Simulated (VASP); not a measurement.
# Ti (I4_1md) in VASP: further runs

Ti is run at these levels: PBE; tasks: single point, relaxation of cell and atoms.

Program: VASP 6.6.1. These are calculated values, not measurements. Logs are shortened: lines on timing, memory, paths and dates and some standing lists are left out, and cuts for length are marked.

## 1. The cell of the first run

It takes space group I4_1md (No. 109, tetragonal). Conventional cell: a = 7.093 Å, b = 7.093 Å, c = 2.799 Å, α = 90.00°, β = 90.00°, γ = 90.00°. Ti (site symmetry m) has 11 Ti at 2.58 to 3.34 Å within 3.4 Å.

## 2. Single point, PBE

File INCAR:

```
SYSTEM = Ti
PREC = Accurate
ENCUT = 520
EDIFF = 1E-6
ISMEAR = 0
SIGMA = 0.1
LREAL = .FALSE.
LASPH = .TRUE.
NELM = 80
ALGO = Normal
ISIF = 2
LWAVE = .FALSE.
LCHARG = .FALSE.
GGA = PE
NBANDS = 32
```

File KPOINTS:

```
regular mesh
0
G
  6 6 6
  0 0 0
```

File POSCAR:

```
Ti
1.0
   -3.5466341633      3.5466341633      1.3997360836
    3.5466341633     -3.5466341633      1.3997360836
    3.5466341633      3.5466341633     -1.3997360836
Ti
4
Direct
    0.6820112248      0.5000000000      0.1820112248
    0.3179887752      0.5000000000      0.8179887752
    0.2500000000      0.9320112248      0.6820112248
    0.2500000000      0.5679887752      0.3179887752
```

Potentials or basis: VASP PAW PBE potentials, release 64 (Ti_sv).

Started as:

```sh
$ cat potpaw_PBE.64/Ti_sv/POTCAR > POTCAR
$ mpirun -np 1 vasp_std > vasp.out
```

OUTCAR:

```text
SYSTEM = Ti
   PREC = Accurate
   ENCUT = 520
   EDIFF = 1E-6
   ISMEAR = 0
   LREAL = .FALSE.
   LASPH = .TRUE.
   NELM = 80
   ISIF = 2
   GGA = PE

 ion  position               nearest neighbor table
   1  0.682  0.500  0.182-   2 2.58   4 2.69   3 2.69   4 2.69   3 2.69
   2  0.318  0.500  0.818-   1 2.58   3 2.69   4 2.69   4 2.69   3 2.69
   3  0.250  0.932  0.682-   4 2.58   2 2.69   2 2.69   1 2.69   1 2.69
   4  0.250  0.568  0.318-   3 2.58   2 2.69   1 2.69   2 2.69   1 2.69

  LATTYP: Found a body centered tetragonal cell.
 ALAT       =     7.0932683266
 C/A-ratio  =     0.3946660465

  Lattice vectors:

 A1 = (  -3.5466341633,   3.5466341633,   1.3997360836)
 A2 = (   3.5466341633,  -3.5466341633,   1.3997360836)
 A3 = (   3.5466341633,   3.5466341633,  -1.3997360836)

Analysis of symmetry for initial positions (statically):
=====================================================================
 Subroutine PRICEL returns:
 Original cell was already a primitive cell.

 Routine SETGRP: Setting up the symmetry group for a
 body centered tetragonal supercell.

 Subroutine GETGRP returns: Found  8 space group operations
 (whereof  4 operations were pure point group operations)
 out of a pool of 16 trial point group operations.

The static configuration has the point symmetry C_2v.
 The point group associated with its full space group is C_4v.

Analysis of symmetry for dynamics (positions and initial velocities):
=====================================================================
 Subroutine PRICEL returns:
 Original cell was already a primitive cell.

 Routine SETGRP: Setting up the symmetry group for a
 body centered tetragonal supercell.

 Subroutine GETGRP returns: Found  8 space group operations
 (whereof  4 operations were pure point group operations)
 out of a pool of 16 trial point group operations.

The dynamic configuration has the point symmetry C_2v.
 The point group associated with its full space group is C_4v.

 Subroutine INISYM returns: Found  8 space group operations
 (whereof  4 operations are pure point group operations),
 and found     1 'primitive' translations

----------------------------------------------------------------------------------------

                                     Primitive cell

  volume of cell :      70.4270

  direct lattice vectors                    reciprocal lattice vectors
    -3.546634163  3.546634163  1.399736084     0.000000000  0.140978736  0.357210195
     3.546634163 -3.546634163  1.399736084     0.140978736  0.000000000  0.357210195
     3.546634163  3.546634163 -1.399736084     0.140978736  0.140978736  0.000000000

  length of vectors
     5.207349506  5.207349506  5.207349506     0.384023603  0.384023603  0.199374040

  position of ions in fractional coordinates (direct lattice)
     0.682011225  0.500000000  0.182011225
     0.317988775  0.500000000  0.817988775
     0.250000000  0.932011225  0.682011225
     0.250000000  0.567988775  0.317988775

  ion indices of the primitive-cell ions
   primitive index   ion index
                 1           1
                 2           2
                 3           3
                 4           4

----------------------------------------------------------------------------------------

 KPOINTS: regular mesh

Automatic generation of k-mesh.
 Grid dimensions read from file:
 generate k-points for:    6    6    6

 Generating k-lattice:

  Cartesian coordinates                     Fractional coordinates (reciprocal lattice)
     0.000000000  0.023496456  0.059535033     0.166666667  0.000000000  0.000000000
     0.023496456  0.000000000  0.059535033     0.000000000  0.166666667  0.000000000
     0.023496456  0.023496456  0.000000000     0.000000000  0.000000000  0.166666667

  Length of vectors
     0.064003934  0.064003934  0.033229007

  Shift w.r.t. Gamma in fractional coordinates (k-lattice)
     0.000000000  0.000000000  0.000000000

 Subroutine IBZKPT returns following result:
 ===========================================

 Found     30 irreducible k-points:

 Following reciprocal coordinates:
            Coordinates               Weight
  0.000000  0.000000  0.000000      1.000000
  0.166667  0.000000 -0.000000      8.000000
  0.333333  0.000000  0.000000      8.000000
  0.500000  0.000000  0.000000      4.000000
  0.166667  0.166667  0.000000      8.000000
  0.333333  0.166667  0.000000     16.000000
[... 16 lines left out ...]
 -0.333333 -0.333333  0.166667      8.000000
 -0.166667 -0.333333  0.166667      8.000000
 [... further k-points ...]
   k-points           NKPTS =     30   k-points in BZ     NKDIM =     30   number of bands    NBANDS=     32
   number of dos      NEDOS =    301   number of ions     NIONS =      4
   total plane-waves  NPLWV =  64000
   dimension x,y,z NGX =    40 NGY =   40 NGZ =   40
   dimension x,y,z NGXF=    80 NGYF=   80 NGZF=   80
   ions per type =               4
   NGX,Y,Z   is equivalent  to a cutoff of  12.77, 12.77, 12.77 a.u.
   NGXF,Y,Z  is equivalent  to a cutoff of  25.54, 25.54, 25.54 a.u.
 SYSTEM =  Ti
   PREC   = accura    normal or accurate (medium, high low for compatibility)
   ISTART =      0    job   : 0-new  1-cont  2-samecut
   ICHARG =      2    charge: 1-file 2-atom 10-const
   ISPIN  =      1    spin polarized calculation?
   LNONCOLLINEAR =      F non collinear calculations
   LSORBIT =      F    spin-orbit coupling
   LASPH  =      T    aspherical Exc in radial PAW
   ENCUT  =  520.0 eV  38.22 Ry    6.18 a.u.   9.68  9.68  9.68*2*pi/ulx,y,z
   NELM   =     80;   NELMIN=  2; NELMDL= -5     # of ELM steps
   EDIFF  = 0.1E-05   stopping-criterion for ELM
   LREAL  =      F    real-space projection
   EDIFFG = 0.1E-04   stopping-criterion for IOM
   NSW    =      0    number of steps for IOM
   IBRION =     -1    ionic relax: 0-MD 1-quasi-New 2-CG
   NFREE  =      0    steps in history (QN), initial steepest desc. (CG)
   ISIF   =      2    stress and relaxation
   ISYM   =      2    0-nonsym 1-usesym 2-fastsym
   POTIM  = 0.5000    time-step for ionic-motion
   TEBEG  =    0.0;   TEEND  =   0.0 temperature during run
   PSTRESS=    0.0 pullay stress
   NELECT =      48.0000    total number of electrons
   NUPDOWN=      -1.0000    fix difference up-down
   EMIN   =  10.00;   EMAX   =-10.00  energy-range for DOS
   EFERMI =   0.00;   METHOD = LEGACY
   ISMEAR =     0;   SIGMA  =   0.10  broadening in eV -4-tet -1-fermi 0-gaus
   EFERMI_NEDOS =   21; number of points for ismear=-14 and -15
   IALGO  =     38    algorithm
   IMIX   =      4    mixing-type and parameters
     AMIX     =   0.40;   BMIX     =  1.00
     AMIX_MAG =   1.60;   BMIX_MAG =  1.00
  volume/ion in A,a.u.               =      17.61       118.82
  Fermi-wavevector in a.u.,A,eV,Ry     =   1.440707  2.722541 28.240742  2.075636
  Thomas-Fermi vector in A             =   2.559421
   LORBIT       =      0    0 simple, 1 ext, 2 COOP (PROOUT), +10 PAW based schemes
   GGA     = PE    functional components
   LHFCALC =     F    Hartree Fock is set to
   AEXX    =    0.0000 exact exchange contribution
   IVDW    =     0    specifies the selected vdW correction
   LEPSILON=     F    determine dielectric tensor
   LRPA    =     F    only Hartree local field effects (RPA)
 non-spin polarized calculation
 Gauss-broadening in eV      SIGMA  =   0.10
  energy-cutoff  :      520.00
  volume of cell :       70.43
 maximum number of plane-waves:      1914
   NGX = 19   NGY = 19   NGZ = 19

 number of electron      48.0000012 magnetization

 Free energy of the ion-electron system (eV)
  ---------------------------------------------------
  ext. energy  EPLUGINS =         0.00000000
  ---------------------------------------------------
  free energy    TOTEN  =       -30.26490699 eV

  energy without entropy =      -30.24622353  energy(sigma->0) =      -30.25556526

 E-fermi :   7.9575     XC(G=0): -11.3760

 val. band max:        7.9417746257   @ k =   0.1667   0.0000  -0.0000
 cond. band min:       7.9650048904   @ k =  -0.3333   0.3333   0.1667
 fundamental gap:      0.0232302647
 Fermi energy:         7.9575458424

 k-point     1 :       0.0000    0.0000    0.0000
  band No.  band energies     occupation
      1     -48.7025      2.00000
      2     -48.5212      2.00000
      3     -48.5212      2.00000
      4     -48.4955      2.00000
      5     -25.4428      2.00000
      6     -25.2047      2.00000
[... 24 lines left out ...]
     31      10.4501      0.00000
     32      10.4649      0.00000

 k-point     2 :       0.1667    0.0000   -0.0000
  band No.  band energies     occupation
      1     -48.6770      2.00000
      2     -48.5168      2.00000
      3     -48.5064      2.00000
      4     -48.4793      2.00000
      5     -25.4059      2.00000
      6     -25.1744      2.00000
[... 24 lines left out ...]
     31      10.1744      0.00000
     32      10.3791      0.00000

 k-point     3 :       0.3333    0.0000    0.0000
  band No.  band energies     occupation
      1     -48.6214      2.00000
      2     -48.5088      2.00000
      3     -48.4764      2.00000
      4     -48.4499      2.00000
      5     -25.3354      2.00000
      6     -25.1293      2.00000
[... 24 lines left out ...]
     31      10.2812      0.00000
     32      10.5183      0.00000

 k-point     4 :       0.5000    0.0000    0.0000
  band No.  band energies     occupation
      1     -48.5893      2.00000
      2     -48.5083      2.00000
      3     -48.4613      2.00000
      4     -48.4358      2.00000
      5     -25.3120      2.00000
      6     -25.1308      2.00000
[... 24 lines left out ...]
     31      10.4474      0.00000
     32      10.9368      0.00000

 k-point     5 :       0.1667    0.1667    0.0000
  band No.  band energies     occupation
      1     -48.6280      2.00000
      2     -48.5014      2.00000
      3     -48.4726      2.00000
      4     -48.4544      2.00000
      5     -25.3420      2.00000
      6     -25.1044      2.00000
[... 584 lines left out ...]
     31       9.8782      0.00000
     32      10.1228      0.00000

 k-point    22 :      -0.1667    0.5000    0.1667
  band No.  band energies     occupation
      1     -48.5964      2.00000
      2     -48.5276      2.00000
      3     -48.4768      2.00000
      4     -48.4563      2.00000
      5     -25.2767      2.00000
      6     -25.0990      2.00000
[... 24 lines left out ...]
     31      10.2680      0.00000
     32      10.4190      0.00000

 k-point    23 :      -0.3333   -0.3333    0.1667
  band No.  band energies     occupation
      1     -48.5919      2.00000
      2     -48.5273      2.00000
      3     -48.4722      2.00000
      4     -48.4658      2.00000
      5     -25.2475      2.00000
      6     -25.0934      2.00000
[... 24 lines left out ...]
     31      10.2973      0.00000
     32      10.3374      0.00000

 k-point    24 :      -0.1667   -0.3333    0.1667
  band No.  band energies     occupation
      1     -48.5970      2.00000
      2     -48.4864      2.00000
      3     -48.4613      2.00000
      4     -48.4500      2.00000
      5     -25.2919      2.00000
      6     -25.1161      2.00000
[... 24 lines left out ...]
     31      10.6133      0.00000
     32      10.9086      0.00000

 [... further k-points ...]
[... 5 lines left out ...]
  --------------------------------------------------------------------------------------
  -------------------------------------------------------------------------------------
  Total        0.0898027      0.0898027     -0.0406732      0.0000000      0.0000000      0.0000000
  in kB        2.0429653      2.0429653     -0.9252945      0.0000000      0.0000000      0.0000000
  external PRESSURE =       1.0535454 kB  Pullay stress =       0.0000000 kB

 VOLUME and BASIS-vectors are now :
 -----------------------------------------------------------------------------
  energy-cutoff  :      520.00
  volume of cell :       70.43
      direct lattice vectors                 reciprocal lattice vectors
    -3.546634163  3.546634163  1.399736084     0.000000000  0.140978736  0.357210195
     3.546634163 -3.546634163  1.399736084     0.140978736  0.000000000  0.357210195
     3.546634163  3.546634163 -1.399736084     0.140978736  0.140978736  0.000000000

 POSITION                                       TOTAL-FORCE (eV/Angst)
 -----------------------------------------------------------------------------------
     -0.00000      1.29105      1.39974         0.000000      0.007610     -0.000000
      3.54663      2.25558      0.00000         0.000000     -0.007610     -0.000000
      4.83769      0.00000      0.69987         0.007610      0.000000     -0.000000
      2.25558      0.00000      0.69987        -0.007610      0.000000      0.000000
 -----------------------------------------------------------------------------------
    total drift:                                0.000000      0.000000     -0.000238

  FREE ENERGIE OF THE ION-ELECTRON SYSTEM (eV)
  ---------------------------------------------------
  free  energy   TOTEN  =       -30.2649069915 eV

  energy  without entropy=      -30.2462235286  energy(sigma->0) =      -30.25556526
```

It took 1.9 min on 1 thread of Intel Xeon Platinum 8175M at 2.50GHz (Skylake/Cascade Lake), shared host; peak memory 0.25 GiB.

Results:

| Quantity | Value |
| --- | --- |
| Free energy | -30.2649 eV |
| Pressure | 0.1 GPa |
| Largest force | 0.008 eV/Å |
| Band gap on the k mesh | zero (band 24 reaches 8.22 eV, above the bottom of band 25 at 7.78 eV) |

Forces in eV/Å, atoms in the order of the input:
```
Ti   0.000  0.008  0.000
Ti   0.000 -0.008  0.000
Ti   0.008  0.000  0.000
Ti  -0.008  0.000  0.000
```

Stress tensor (GPa, compression positive):
```
 0.20  0.00  0.00
 0.00  0.20  0.00
 0.00  0.00 -0.09
```

Levels at points of the mesh, in eV from the Fermi level:
```
           k point  band 22  band 23  band 24  band 25  band 26  band 27
(0.00, 0.00, 0.00)    -0.51    -0.50    -0.18    -0.18     0.63     0.77
(0.50, 0.00, 0.00)    -0.93    -0.61    -0.53     0.21     0.67     0.75
(0.50, 0.50, 0.00)    -0.75    -0.42    -0.42     0.04     0.04     1.55
(0.50, 0.50, 0.50)    -1.22    -0.46    -0.46     0.29     0.29     1.54
```

Caveat: the k points lie up to 0.40 Å⁻¹ apart.

## 3. Relaxation of cell and atoms, PBE

This run uses another cell than the first one, of 19.10 Å³/atom, 1.085 times its volume.

File INCAR:

```
SYSTEM = Ti
ALGO = Normal
EDIFF = 1E-6
EDIFFG = -0.04
ENCUT = 600
GGA = PE
IBRION = 2
ISIF = 3
ISMEAR = 0
LASPH = .True.
LCHARG = .False.
LREAL = .False.
LWAVE = .False.
NELM = 80
NSW = 90
PREC = Accurate
SIGMA = 0.1
```

File KPOINTS:

```
k-points
0
Gamma
  6 6 6
  0 0 0
```

File POSCAR:

```
Ti
1.0
   -3.0762804186      3.0762804186      2.0181932662
    3.0762804186     -3.0762804186      2.0181932662
    3.0762804186      3.0762804186     -2.0181932662
Ti
4
Direct
    0.6666700000      0.5000000000      0.1666700000
    0.3333300000      0.5000000000      0.8333300000
    0.2500000000      0.9166700000      0.6666700000
    0.2500000000      0.5833300000      0.3333300000
```

Potentials or basis: VASP PAW PBE potentials, release 64 (Ti_sv).

Started as:

```sh
$ cat potpaw_PBE.64/Ti_sv/POTCAR > POTCAR
$ mpirun -np 1 vasp_std > vasp.out
```

Run time: 12 min. Hardware: 1 thread of Intel Xeon Platinum 8175M at 2.50GHz (Skylake/Cascade Lake), shared host; peak memory 0.28 GiB.

The run converged. Its results:

```
Free energy                            : -30.2601 eV
Relaxed volume                         : 17.62 Å³/atom
Relaxed cell                           : a = 5.207 Å, b = 5.207 Å, c = 5.207 Å, α = 94.15°, β = 94.15°, γ = 148.77°
Space group after relaxing (to 0.05 Å) : I4_1md (No. 109)
Energy gained by relaxing              : 1207.7 meV/atom
Ionic steps                            : 11
Pressure after relaxing                : -0.1 GPa
Band gap on the k mesh                 : zero (band 24 reaches 8.22 eV, above the bottom of band 25 at 7.78 eV)
```

Stress tensor (GPa, compression positive):
```
 0.02  0.00  0.00
 0.00  0.02  0.00
 0.00  0.00 -0.27
```

Step by step:
```
step  energy change (eV)  largest force (eV/Å)  pressure (GPa)  volume (Å³)
   1              0.0000                2.0196           11.52        76.40
   2             -2.8245                0.3223          -11.22        90.78
   3             -2.8686                0.1980          -12.32        91.92
   4             -4.6619                0.4722           -6.09        75.50
   5             -4.6946                0.5169           -4.54        73.99
   6             -4.6977                0.5294           -3.97        73.50
   7             -4.7985                0.3195            1.41        69.38
   8             -4.7986                0.3277            1.26        69.50
   9             -4.8225                0.1396            0.45        70.10
  10             -4.8267                0.0101           -0.02        70.47
  11             -4.8307                0.0018           -0.07        70.49
```

Final structure:
```cif
data_structure
_symmetry_space_group_name_H-M 'P 1'
_symmetry_Int_Tables_number 1
_cell_length_a 5.2069
_cell_length_b 5.2069
_cell_length_c 5.2069
_cell_angle_alpha 94.155
_cell_angle_beta 94.155
_cell_angle_gamma 148.771
_cell_volume 70.49
loop_
_atom_site_label
_atom_site_type_symbol
_atom_site_fract_x
_atom_site_fract_y
_atom_site_fract_z
_atom_site_occupancy
Ti1 Ti 0.68217 0.50000 0.18217 1
Ti2 Ti 0.31783 0.50000 0.81783 1
Ti3 Ti 0.25000 0.93217 0.68217 1
Ti4 Ti 0.25000 0.56783 0.31783 1
```

Levels at points of the mesh, in eV from the Fermi level:
| k point | band 22 | band 23 | band 24 | band 25 | band 26 | band 27 |
| --- | --- | --- | --- | --- | --- | --- |
| (0.00, 0.00, 0.00) | -0.51 | -0.50 | -0.17 | -0.17 | 0.62 | 0.77 |
| (0.50, 0.00, 0.00) | -0.93 | -0.61 | -0.53 | 0.21 | 0.67 | 0.75 |
| (0.50, 0.50, 0.00) | -0.74 | -0.42 | -0.42 | 0.04 | 0.04 | 1.55 |
| (0.50, 0.50, 0.50) | -1.22 | -0.46 | -0.46 | 0.29 | 0.29 | 1.54 |
